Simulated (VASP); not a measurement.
Al8H, 18 atoms in the cell. The cell holds a slab with vacuum, 18 atoms: a = 5.714 Å, b = 8.080 Å, c = 22.243 Å, α = 90.00°, β = 90.00°, γ = 90.00°. 

| Quantity | Value |
| --- | --- |
| Program | VASP 6.6.1 |
| Task | single point |
| Functional | PBE |
| Potentials or basis | VASP PAW PBE potentials, release 64 (Al, H) |
| Cutoff | 520 eV |
| k mesh | 5 × 4 × 1 |
| Occupations | gaussian, width 0.1 eV |
| Spin | no spin polarisation |
| Dipole correction | yes |
| Further INCAR settings | LREAL = Auto; ALGO = Normal; EDIFF = 1e-06; NBANDS = 40 |

Potentials or basis: VASP PAW PBE potentials, release 64 (Al, H).

The run is started by

```sh
$ cat potpaw_PBE.64/Al/POTCAR potpaw_PBE.64/H/POTCAR > POTCAR
$ mpirun -np 1 vasp_std > vasp.out
```

Hardware: 1 thread of Intel(R) Xeon(R) Platinum 8375C CPU @ 2.90GHz (Ice Lake) (shared host).

**Question.** Estimate the wall time of this run.

**Answer.** Run time: 14 min on 1 thread of Intel(R) Xeon(R) Platinum 8375C CPU @ 2.90GHz (Ice Lake) (shared host), peak memory 0.88 GiB. Counts: scf iterations 25, k points 9.
